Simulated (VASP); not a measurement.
A run of VASP 6.6.1:

INCAR

```
SYSTEM = C
PREC = Accurate
ENCUT = 520
EDIFF = 1E-6
ISMEAR = 0
SIGMA = 0.03
LREAL = .FALSE.
LASPH = .TRUE.
NELM = 100
ALGO = Normal
ISIF = 2
LWAVE = .FALSE.
LCHARG = .FALSE.
GGA = PS
IVDW = 12
NBANDS = 11
```

The input KPOINTS:

```
Automatic mesh
0
G
  18 18 18
  0 0 0
```

File POSCAR:

```
C
1.0
    0.0000000000      2.0854227815      3.4614962978
    1.2048163116      0.0000000000      3.4614962978
    1.2048163116      2.0854227815      0.0000000000
C
2
Direct
    0.1667066167      0.8332933833      0.1667066167
    0.8332933833      0.1667066167      0.8332933833
```

Potentials or basis: VASP PAW PBE potentials, release 64 (C).

Launch:

```console
$ cat potpaw_PBE.64/C/POTCAR > POTCAR
$ mpirun -np 1 vasp_std > vasp.out
```

Hardware: 1 thread of Intel(R) Xeon(R) 6975P-C (Granite Rapids), with other jobs on the host.

**Question.** How long does it take, and how much memory?

**Answer.** It took 69 s on 1 thread of Intel(R) Xeon(R) 6975P-C (Granite Rapids) (shared host), peak memory 0.26 GiB. Counts: scf iterations 11, k points 865.
